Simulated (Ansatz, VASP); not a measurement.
One calculation of ZrC, two programs

```
Zr C
1.0
     0.00000    2.35256    2.35256
     2.35256    0.00000    2.35256
     2.35256    2.35256    0.00000
Zr C
1 1
Direct
  0.50000 0.50000 0.50000
  0.00000 0.00000 0.00000
```

Alike in both runs: task single point; functional r2SCAN; k mesh 12 × 12 × 12; occupations gaussian, width 0.05 eV; no spin polarisation.

|  | VASP | Ansatz |
| --- | --- | --- |
| version | VASP 6.6.1 | Ansatz 0.2.0 |
| potentials or method | VASP PAW PBE potentials, release 64 (Zr_sv, C), cutoff 660 eV | scalar-relativistic, plane waves, PAW |
| valence electrons in the cell | 16 | 16 |

VASP gave:

- gap on the k mesh at the Fermi level (eV): none
- pressure (GPa): 1.1

Estimate Ansatz's values.

gap on the k mesh at the Fermi level (eV): none; pressure (GPa): 1.0.

VASP's potentials were made for PBE, not for r2SCAN. A gap of «none» marks a metal or a gap that the smearing closes. With one functional, cell and mesh, what is left measures potentials, basis and numerics.
